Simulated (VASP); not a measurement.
# TiSi16 (a cell with a defect) in VASP: notebook

The runs below take TiSi16 (a cell with a defect) through single point, with PBE.

Program: VASP 6.6.1. These are calculated values, not measurements. Logs are shortened: lines on timing, memory, paths and dates and some standing lists are left out, and cuts for length are marked.

### 1 The cell of the first run

The cell holds a defect, 17 atoms: a = 7.679 Å, b = 7.679 Å, c = 7.679 Å, α = 60.00°, β = 60.00°, γ = 60.00°.

### 2 Single point, PBE

Input file INCAR:

```
PREC = Accurate
ENCUT = 520
EDIFF = 1E-6
ISMEAR = 0
SIGMA = 0.02
LREAL = Auto
LASPH = True
NELM = 100
ALGO = Normal
ISIF = 2
LWAVE = False
LCHARG = False
GGA = PE
NBANDS = 52
```

Input file KPOINTS:

```
regular mesh
0
Gamma
  2 2 2
```

Input file POSCAR:

```
TiSi16
1.0
    0.0000000000      5.4300000000      5.4300000000
    5.4300000000      0.0000000000      5.4300000000
    5.4300000000      5.4300000000      0.0000000000
Si Ti
16 1
Direct
   -0.0007823204      0.0150791897     -0.0125082873
    0.1188158379      0.1251500921      0.1305992634
   -0.0185811234      0.0068656538      0.5045619705
    0.1217481584      0.1485146409      0.6089470534
   -0.0008004604      0.4979286372     -0.0125221915
    0.1332119705      0.6328307551      0.1008088398
    0.0127713628      0.5120054328      0.4629069061
    0.1217400552      0.6204776243      0.6089553407
    0.4893468692     -0.0116487109      0.0336930939
    0.6261607735      0.1253278085      0.1304696133
    0.5077700737      0.0069639963      0.5043194291
    0.6129745856      0.1124423573      0.6618489871
    0.5157372007      0.4983685083     -0.0127403315
    0.6261563536      0.6177876611      0.1304458564
    0.5077753223      0.4806624309      0.5042992634
    0.6492203499      0.6211829650      0.6081122468
    0.2615595764      0.7608150092      0.7165048803
```

Potentials or basis: VASP PAW PBE potentials, release 64 (Si, Ti_sv).

The run is started by

```
cat potpaw_PBE.64/Si/POTCAR potpaw_PBE.64/Ti_sv/POTCAR > POTCAR
mpirun -np 1 vasp_std > vasp.out
```

OUTCAR:

```text
PREC = Accurate
   ENCUT = 520
   EDIFF = 1E-6
   ISMEAR = 0
   LREAL = Auto
   LASPH = True
   NELM = 100
   ISIF = 2
   GGA = PE

 ion  position               nearest neighbor table
   1  0.999  0.015  0.987-   2 2.34  10 2.34   4 2.37   6 2.40  17 2.85
   2  0.119  0.125  0.131-   9 2.33   1 2.34   5 2.34   3 2.35
   3  0.981  0.007  0.505-  12 2.32   2 2.35   4 2.43   8 2.43  17 2.68
   4  0.122  0.149  0.609-   7 2.29   1 2.37  11 2.43   3 2.43  17 2.44
   5  0.999  0.498  0.987-   2 2.34  14 2.34   8 2.37   6 2.40  17 2.85
   6  0.133  0.633  0.101-   7 2.27   5 2.40   1 2.40  13 2.40  17 2.41
   7  0.013  0.512  0.463-   6 2.27  16 2.29   8 2.29   4 2.29
   8  0.122  0.620  0.609-   7 2.29   5 2.37  15 2.43   3 2.43  17 2.44
   9  0.489  0.988  0.034-   2 2.33  14 2.33  10 2.33  12 2.33
  10  0.626  0.125  0.130-   9 2.33  13 2.34   1 2.34  11 2.35
  11  0.508  0.007  0.504-  12 2.32  10 2.35  16 2.42   4 2.43  17 2.69
  12  0.613  0.112  0.662-  11 2.32  15 2.32   3 2.32   9 2.33
  13  0.516  0.498  0.987-  14 2.34  10 2.34  16 2.38   6 2.40  17 2.85
  14  0.626  0.618  0.130-   9 2.33  13 2.34   5 2.34  15 2.35
  15  0.508  0.481  0.504-  12 2.32  14 2.35  16 2.42   8 2.43  17 2.69
  16  0.649  0.621  0.608-   7 2.29  13 2.38  15 2.42  11 2.42  17 2.43
  17  0.262  0.761  0.717-   6 2.41  16 2.43   4 2.44   8 2.44   3 2.68  15 2.69  11 2.69  13 2.85
                             5 2.85   1 2.85

  LATTYP: Found a face centered cubic cell.
 ALAT       =    10.8600000000

  Lattice vectors:

 A1 = (   0.0000000000,   5.4300000000,   5.4300000000)
 A2 = (   5.4300000000,   0.0000000000,   5.4300000000)
 A3 = (   5.4300000000,   5.4300000000,   0.0000000000)

Analysis of symmetry for initial positions (statically):
=====================================================================
 Subroutine PRICEL returns:
 Original cell was already a primitive cell.

 Routine SETGRP: Setting up the symmetry group for a
 face centered cubic supercell.

 Subroutine GETGRP returns: Found  1 space group operations
 (whereof  1 operations were pure point group operations)
 out of a pool of 48 trial point group operations.

The static configuration has the point symmetry C_1 .

Analysis of symmetry for dynamics (positions and initial velocities):
=====================================================================
 Subroutine PRICEL returns:
 Original cell was already a primitive cell.

 Routine SETGRP: Setting up the symmetry group for a
 face centered cubic supercell.

 Subroutine GETGRP returns: Found  1 space group operations
 (whereof  1 operations were pure point group operations)
 out of a pool of 48 trial point group operations.

The dynamic configuration has the point symmetry C_1 .

 Subroutine INISYM returns: Found  1 space group operations
 (whereof  1 operations are pure point group operations),
 and found     1 'primitive' translations

----------------------------------------------------------------------------------------

                                     Primitive cell

  volume of cell :     320.2060

  direct lattice vectors                    reciprocal lattice vectors
     0.000000000  5.430000000  5.430000000    -0.092081031  0.092081031  0.092081031
     5.430000000  0.000000000  5.430000000     0.092081031 -0.092081031  0.092081031
     5.430000000  5.430000000  0.000000000     0.092081031  0.092081031 -0.092081031

  length of vectors
     7.679179644  7.679179644  7.679179644     0.159489025  0.159489025  0.159489025

  position of ions in fractional coordinates (direct lattice)
     0.999217680  0.015079190  0.987491713
     0.118815838  0.125150092  0.130599263
     0.981418877  0.006865654  0.504561970
     0.121748158  0.148514641  0.608947053
     0.999199540  0.497928637  0.987477809
     0.133211970  0.632830755  0.100808840
[... 9 lines left out ...]
     0.649220350  0.621182965  0.608112247
     0.261559576  0.760815009  0.716504880

  ion indices of the primitive-cell ions
   primitive index   ion index
                 1           1
                 2           2
                 3           3
                 4           4
                 5           5
                 6           6
[... 9 lines left out ...]
                16          16
                17          17

----------------------------------------------------------------------------------------

 KPOINTS: regular mesh

Automatic generation of k-mesh.
 Grid dimensions read from file:
 generate k-points for:    2    2    2

 Generating k-lattice:

  Cartesian coordinates                     Fractional coordinates (reciprocal lattice)
    -0.046040516  0.046040516  0.046040516     0.500000000  0.000000000  0.000000000
     0.046040516 -0.046040516  0.046040516     0.000000000  0.500000000  0.000000000
     0.046040516  0.046040516 -0.046040516     0.000000000  0.000000000  0.500000000

  Length of vectors
     0.079744512  0.079744512  0.079744512

  Shift w.r.t. Gamma in fractional coordinates (k-lattice)
     0.000000000  0.000000000  0.000000000

 Subroutine IBZKPT returns following result:
 ===========================================

 Found      8 irreducible k-points:

 Following reciprocal coordinates:
            Coordinates               Weight
  0.000000  0.000000  0.000000      1.000000
  0.500000  0.000000  0.000000      1.000000
  0.000000  0.500000  0.000000      1.000000
  0.000000  0.000000  0.500000      1.000000
  0.500000  0.500000  0.500000      1.000000
  0.500000  0.500000  0.000000      1.000000
  0.000000  0.500000  0.500000      1.000000
  0.500000  0.000000  0.500000      1.000000
   k-points           NKPTS =      8   k-points in BZ     NKDIM =      8   number of bands    NBANDS=     52
   number of dos      NEDOS =    301   number of ions     NIONS =     17
   total plane-waves  NPLWV = 216000
   dimension x,y,z NGX =    60 NGY =   60 NGZ =   60
   dimension x,y,z NGXF=   120 NGYF=  120 NGZF=  120
   ions per type =              16   1
   NGX,Y,Z   is equivalent  to a cutoff of  12.99, 12.99, 12.99 a.u.
   NGXF,Y,Z  is equivalent  to a cutoff of  25.98, 25.98, 25.98 a.u.
 SYSTEM =  unknown system
   PREC   = accura    normal or accurate (medium, high low for compatibility)
   ISTART =      0    job   : 0-new  1-cont  2-samecut
   ICHARG =      2    charge: 1-file 2-atom 10-const
   ISPIN  =      1    spin polarized calculation?
   LNONCOLLINEAR =      F non collinear calculations
   LSORBIT =      F    spin-orbit coupling
   LASPH  =      T    aspherical Exc in radial PAW
   ENCUT  =  520.0 eV  38.22 Ry    6.18 a.u.  14.28 14.28 14.28*2*pi/ulx,y,z
   NELM   =    100;   NELMIN=  2; NELMDL= -5     # of ELM steps
   EDIFF  = 0.1E-05   stopping-criterion for ELM
   LREAL  =      T    real-space projection
   EDIFFG = 0.1E-04   stopping-criterion for IOM
   NSW    =      0    number of steps for IOM
   IBRION =     -1    ionic relax: 0-MD 1-quasi-New 2-CG
   NFREE  =      0    steps in history (QN), initial steepest desc. (CG)
   ISIF   =      2    stress and relaxation
   ISYM   =      2    0-nonsym 1-usesym 2-fastsym
   POTIM  = 0.5000    time-step for ionic-motion
   TEBEG  =    0.0;   TEEND  =   0.0 temperature during run
   PSTRESS=    0.0 pullay stress
   NELECT =      76.0000    total number of electrons
   NUPDOWN=      -1.0000    fix difference up-down
   EMIN   =  10.00;   EMAX   =-10.00  energy-range for DOS
   EFERMI =   0.00;   METHOD = LEGACY
   ISMEAR =     0;   SIGMA  =   0.02  broadening in eV -4-tet -1-fermi 0-gaus
   EFERMI_NEDOS =   21; number of points for ismear=-14 and -15
   IALGO  =     38    algorithm
   IMIX   =      4    mixing-type and parameters
     AMIX     =   0.40;   BMIX     =  1.00
     AMIX_MAG =   1.60;   BMIX_MAG =  1.00
  volume/ion in A,a.u.               =      18.84       127.11
  Fermi-wavevector in a.u.,A,eV,Ry     =   1.013607  1.915439 13.978610  1.027399
  Thomas-Fermi vector in A             =   2.146786
   LORBIT       =      0    0 simple, 1 ext, 2 COOP (PROOUT), +10 PAW based schemes
   GGA     = PE    functional components
   LHFCALC =     F    Hartree Fock is set to
   AEXX    =    0.0000 exact exchange contribution
   IVDW    =     0    specifies the selected vdW correction
   LEPSILON=     F    determine dielectric tensor
   LRPA    =     F    only Hartree local field effects (RPA)
 non-spin polarized calculation
 Gauss-broadening in eV      SIGMA  =   0.02
  energy-cutoff  :      520.00
  volume of cell :      320.21
 maximum number of plane-waves:      8646
 NGX is ok and might be reduce to    60
   NGX = 29   NGY = 29   NGZ = 29

 number of electron      76.0000001 magnetization

 Free energy of the ion-electron system (eV)
  ---------------------------------------------------
  ext. energy  EPLUGINS =         0.00000000
  ---------------------------------------------------
  free energy    TOTEN  =       -92.05055731 eV

  energy without entropy =      -92.04270704  energy(sigma->0) =      -92.04663218

 E-fermi :   6.8910     XC(G=0):  -9.7594

 val. band max:        6.8908824373   @ k =   0.0000   0.5000   0.0000
 cond. band min:       6.8911049599   @ k =   0.5000   0.5000   0.5000
 fundamental gap:      0.0002225226
 Fermi energy:         6.8910273135

 k-point     1 :       0.0000    0.0000    0.0000
  band No.  band energies     occupation
      1     -49.8824      2.00000
      2     -26.2586      2.00000
      3     -26.2535      2.00000
      4     -26.2493      2.00000
      5      -5.7105      2.00000
      6      -3.5167      2.00000
[... 42 lines left out ...]
     49       8.2374      0.00000
     50       8.4935      0.00000

 k-point     2 :       0.5000    0.0000    0.0000
  band No.  band energies     occupation
      1     -49.8824      2.00000
      2     -26.2586      2.00000
      3     -26.2536      2.00000
      4     -26.2493      2.00000
      5      -5.0051      2.00000
      6      -4.7872      2.00000
[... 310 lines left out ...]
 k-point     8 :       0.5000    0.0000    0.5000
  band No.  band energies     occupation
      1     -49.8824      2.00000
      2     -26.2586      2.00000
      3     -26.2536      2.00000
      4     -26.2493      2.00000
      5      -4.6832      2.00000
      6      -4.5872      2.00000
[... 42 lines left out ...]
     49       9.8532      0.00000
     50      10.4990      0.00000
 [bands above 50 left out]

------------------------ aborting loop because EDIFF is reached ----------------------------------------

  FORCE on cell =-STRESS in cart. coord.  units (eV):
  Direction    XX          YY          ZZ          XY          YZ          ZX
  --------------------------------------------------------------------------------------
  -------------------------------------------------------------------------------------
  Total        7.4189269      7.4513453      7.4171456     -0.0863846      0.0895070      0.1349316
  in kB       37.1212155     37.2834239     37.1123029     -0.4322323      0.4478558      0.6751412
  external PRESSURE =      37.1723141 kB  Pullay stress =       0.0000000 kB

 VOLUME and BASIS-vectors are now :
 -----------------------------------------------------------------------------
  energy-cutoff  :      520.00
  volume of cell :      320.21
      direct lattice vectors                 reciprocal lattice vectors
     0.000000000  5.430000000  5.430000000    -0.092081031  0.092081031  0.092081031
     5.430000000  0.000000000  5.430000000     0.092081031 -0.092081031  0.092081031
     5.430000000  5.430000000  0.000000000     0.092081031  0.092081031 -0.092081031

 POSITION                                       TOTAL-FORCE (eV/Angst)
 -----------------------------------------------------------------------------------
      5.44396     10.78783      5.50763        -0.006921     -0.015891      0.017342
      1.38872      1.35432      1.32473        -0.058019     -0.015483      0.058701
      2.77705      8.06888      5.36639        -0.067240      0.023222      0.066708
      4.11302      3.96768      1.46753        -0.147796      0.012463      0.000903
      8.06576     10.78766      8.12941        -0.017807     -0.015901      0.006648
      3.98366      1.27073      4.15961         0.139661      0.137709     -0.138867
[... 9 lines left out ...]
      6.67507      6.82732      6.89829         0.004663     -0.147210     -0.004439
      8.02185      5.31089      5.55149         0.387332      0.379072     -0.385266
 -----------------------------------------------------------------------------------
    total drift:                               -0.007352     -0.015131      0.008009

  FREE ENERGIE OF THE ION-ELECTRON SYSTEM (eV)
  ---------------------------------------------------
  free  energy   TOTEN  =       -92.0505573118 eV

  energy  without entropy=      -92.0427070446  energy(sigma->0) =      -92.04663218
```

Wall time 6.6 min (1 thread of AMD EPYC 7R43 (Zen 3), shared host); peak memory 0.45 GiB.

What came out:

```yaml
Free_energy: -92.0506 eV
Pressure: 3.7 GPa
Largest_force: 0.665 eV/Å
Band_gap_on_the_k_mesh: zero (bands 38 and 39 overlap by 0.34 eV)
```

Forces on the atoms (eV/Å):
```
Si  -0.007 -0.016  0.017
Si  -0.058 -0.015  0.059
Si  -0.067  0.023  0.067
Si  -0.148  0.012  0.001
Si  -0.018 -0.016  0.007
Si   0.140  0.138 -0.139
Si   0.080  0.076 -0.081
Si   0.000  0.011  0.149
Si  -0.088 -0.089  0.088
Si  -0.058 -0.056  0.021
Si  -0.064 -0.072 -0.025
Si  -0.091 -0.089  0.091
Si  -0.016 -0.011  0.015
Si  -0.022 -0.056  0.057
Si   0.025 -0.072  0.064
Si   0.005 -0.147 -0.004
Ti   0.387  0.379 -0.385
```

Stress tensor (GPa, compression positive):
```
 3.71 -0.04  0.07
-0.04  3.73  0.04
 0.07  0.04  3.71
```

Levels at points of the mesh, in eV from the Fermi level:
| k point | band 33 | band 34 | band 35 | band 36 | band 37 | band 38 | band 39 | band 40 | band 41 | band 42 |
| --- | --- | --- | --- | --- | --- | --- | --- | --- | --- | --- |
| (0.00, 0.00, 0.00) | -1.58 | -1.00 | -1.00 | -0.97 | -0.51 | -0.33 | -0.32 | -0.02 | -0.02 | 0.24 |
| (0.50, 0.00, 0.00) | -1.91 | -1.88 | -1.36 | -1.31 | -0.21 | -0.01 | 0.27 | 0.36 | 0.54 | 0.78 |
| (0.00, 0.50, 0.00) | -1.91 | -1.88 | -1.35 | -1.31 | -0.21 | 0.00 | 0.27 | 0.36 | 0.54 | 0.78 |
| (0.00, 0.00, 0.50) | -1.94 | -1.94 | -1.33 | -1.33 | -0.35 | -0.10 | -0.09 | 0.58 | 0.58 | 0.93 |
| (0.50, 0.50, 0.50) | -1.91 | -1.88 | -1.35 | -1.31 | -0.21 | 0.00 | 0.27 | 0.36 | 0.54 | 0.78 |
| (0.50, 0.50, 0.00) | -2.37 | -1.99 | -1.94 | -1.80 | -0.60 | 0.01 | 0.52 | 0.69 | 1.12 | 1.34 |
| (0.00, 0.50, 0.50) | -2.37 | -1.99 | -1.94 | -1.80 | -0.60 | 0.01 | 0.52 | 0.69 | 1.12 | 1.34 |
| (0.50, 0.00, 0.50) | -2.37 | -1.98 | -1.94 | -1.81 | -0.60 | 0.01 | 0.52 | 0.70 | 1.12 | 1.34 |

Caveat: the k points lie up to 0.50 Å⁻¹ apart.

(Continued in part 2 of 2.)

The gap in the log of VASP goes by the Fermi energy; the results here count the filled bands.